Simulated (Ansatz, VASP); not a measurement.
# Rb2TiPtC6N6: VASP beside Ansatz

Contents of INCAR:

```
SYSTEM = Rb2TiPtC6N6
PREC = Accurate
ENCUT = 520
EDIFF = 1E-6
ISMEAR = 0
SIGMA = 0.1
LREAL = Auto
LASPH = .TRUE.
NELM = 150
ALGO = Normal
ISIF = 2
LWAVE = .FALSE.
LCHARG = .FALSE.
ISPIN = 2
MAGMOM = 0 0 1 0 0 0 0 0 0 0 0 0 0 0 0 0
LORBIT = 11
LMAXMIX = 4
GGA = PE
NBANDS = 65
```

Contents of KPOINTS:

```
Automatic mesh
0
G
  4 4 4
  0 0 0
```

The input POSCAR:

```
Rb2TiPtC6N6
1.0
    0.0000000000      5.1155000000      5.1155000000
    5.1155000000      0.0000000000      5.1155000000
    5.1155000000      5.1155000000      0.0000000000
Rb Ti Pt C N
2 1 1 6 6
Direct
    0.2500000000      0.2500000000      0.2500000000
    0.7500000000      0.7500000000      0.7500000000
    0.0000000000      0.0000000000      0.0000000000
    0.5000000000      0.5000000000      0.5000000000
    0.8105757000      0.1894243000      0.1894243000
    0.1894243000      0.8105757000      0.1894243000
    0.1894243000      0.1894243000      0.8105757000
    0.1894243000      0.8105757000      0.8105757000
    0.8105757000      0.1894243000      0.8105757000
    0.8105757000      0.8105757000      0.1894243000
    0.6962173800      0.3037826200      0.3037826200
    0.3037826200      0.6962173800      0.3037826200
    0.3037826200      0.3037826200      0.6962173800
    0.3037826200      0.6962173800      0.6962173800
    0.6962173800      0.3037826200      0.6962173800
    0.6962173800      0.6962173800      0.3037826200
```

Input for Ansatz:

```yaml
crystal:
  lattice:
    - [0.0, 5.1155, 5.1155]
    - [5.1155, 0.0, 5.1155]
    - [5.1155, 5.1155, 0.0]
  atoms:
    - { symbol: Rb, position: [0.25, 0.25, 0.25] }
    - { symbol: Rb, position: [0.75, 0.75, 0.75] }
    - { symbol: Ti, position: [0.0, 0.0, 0.0], spin: 1.0 }
    - { symbol: Pt, position: [0.5, 0.5, 0.5] }
    - { symbol: C, position: [0.8105757, 0.1894243, 0.1894243] }
    - { symbol: C, position: [0.1894243, 0.8105757, 0.1894243] }
    - { symbol: C, position: [0.1894243, 0.1894243, 0.8105757] }
    - { symbol: C, position: [0.1894243, 0.8105757, 0.8105757] }
    - { symbol: C, position: [0.8105757, 0.1894243, 0.8105757] }
    - { symbol: C, position: [0.8105757, 0.8105757, 0.1894243] }
    - { symbol: "N", position: [0.69621738, 0.30378262, 0.30378262] }
    - { symbol: "N", position: [0.30378262, 0.69621738, 0.30378262] }
    - { symbol: "N", position: [0.30378262, 0.30378262, 0.69621738] }
    - { symbol: "N", position: [0.30378262, 0.69621738, 0.69621738] }
    - { symbol: "N", position: [0.69621738, 0.30378262, 0.69621738] }
    - { symbol: "N", position: [0.69621738, 0.69621738, 0.30378262] }
basis:
  ecutwfc: 420
kpoints:
  mp_grid: { grid: [4, 4, 4] }
hamiltonian:
  xc: pbe
scf:
  occupations: { method: gaussian, width: 0.1 }
  lower_state_search: "off"
output:
  forces: true
  stress: true
  eigenvalues: true
  populations: true
magnetization:
  spin_polarized: true
```

Alike in both runs: task single point; functional PBE; k mesh 4 × 4 × 4; occupations gaussian, width 0.1 eV; collinear spin.

|  | VASP | Ansatz |
| --- | --- | --- |
| version | VASP 6.6.1 | Ansatz 0.2.0 |
| potentials or method | VASP PAW PBE potentials, release 64 (Rb_sv, Ti_sv, Pt, C, N), cutoff 520 eV | scalar-relativistic, plane waves, PAW |
| valence electrons in the cell | 94 | 102 |

Ansatz gave:

```
gap on the k mesh at the Fermi level (eV)                     : none
pressure (GPa)                                                : 12.5
rms of the force components (eV/Å)                            : 0.817
net moment per atom (μB)                                      : 0.19
size of the moment on the site where the two differ most (μB) : 0.55
```

Estimate VASP's values.

gap on the k mesh at the Fermi level (eV): none; pressure (GPa): 12.9; rms of the force components (eV/Å): 0.893; net moment per atom (μB): 0.19; size of the moment on the site where the two differ most (μB): 0.88.

Site moments also hang on the region over which each program counts them. Atom by atom the forces differ by 0.171 eV/Å (rms over components). A gap of «none» marks a metal or a gap that the smearing closes. VASP's potentials hold 94 valence electrons a cell and Ansatz's 102, so a difference there can come from the potentials and not from the codes.

Spin-orbit coupling is off throughout. Noted on VASP's run: the standard files for N, O and F lose accuracy on very short bonds.
